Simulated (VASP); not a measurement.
Set up this calculation in VASP 6.6.1, as the native input.

* Task: single point
* Functional: r2SCAN
* Potentials or basis: VASP PAW PBE potentials, release 64 (Cu, Al)
* Cutoff: 520 eV
* k mesh: 7 × 7 × 9
* Occupations: fermi-dirac, width 0.05 eV
* Spin: no spin polarisation
* Dipole correction: no
* Further INCAR settings: ALGO = Normal; EDIFF = 1e-07; NBANDS = 16

The system is Al2Cu.

```
Cu Al
1.0
     4.07763    0.00000    0.00000
     0.00000    4.07763    0.00000
     0.00000    0.00000    2.87191
Cu Al
1 2
Cartesian
  0.0000 0.0000 0.0000
  0.0000 2.0388 1.4360
  2.0388 0.0000 1.4360
```

These files were run (other wordings do the same):

POSCAR

```
Al2Cu
1.0
    4.0776296128      0.0000000000      0.0000000000
    0.0000000000      4.0776296128      0.0000000000
    0.0000000000      0.0000000000      2.8719076301
Cu Al
1 2
Direct
    0.0000000000      0.0000000000      0.0000000000
    0.0000000000      0.5000000000      0.5000000000
    0.5000000000      0.0000000000      0.5000000000
```

INCAR.step1

```
SYSTEM = Al2Cu
PREC = Accurate
ENCUT = 520
ISMEAR = -1
SIGMA = 0.05
LREAL = .False.
LASPH = .True.
NELM = 80
NBANDS = 16
GGA = PE
ALGO = Normal
EDIFF = 1E-4
LWAVE = .True.
LCHARG = .False.
```

INCAR.step2

```
SYSTEM = Al2Cu
PREC = Accurate
ENCUT = 520
EDIFF = 1E-7
ISMEAR = -1
SIGMA = 0.05
LREAL = .False.
LASPH = .True.
NELM = 80
ALGO = Normal
ISIF = 2
LWAVE = .False.
LCHARG = .False.
METAGGA = R2SCAN
LMIXTAU = .True.
NBANDS = 16
ISTART = 1
```

KPOINTS

```
Automatic mesh
0
Gamma
  7 7 9
  0 0 0
```

Potentials or basis: VASP PAW PBE potentials, release 64 (Cu, Al).

The run is started by

```bash
$ cat potpaw_PBE.64/Cu/POTCAR potpaw_PBE.64/Al/POTCAR > POTCAR
$ cp INCAR.step1 INCAR
$ mpirun -np 1 vasp_std > vasp.out
$ cp INCAR.step2 INCAR
$ mpirun -np 1 vasp_std > vasp.out
```

Results of the run:

```json
{
  "Pressure": "-0.3 GPa",
  "Band gap on the k mesh": "zero (an odd number of electrons rules out a gap without spin polarisation)"
}
```

Caveat: the PAW data sets were made with another functional, which shifts forces and pressure a little.

Wall time 3 min on 1 thread of Intel Xeon 8259CL, with other jobs on the host, peak memory 0.19 GiB.
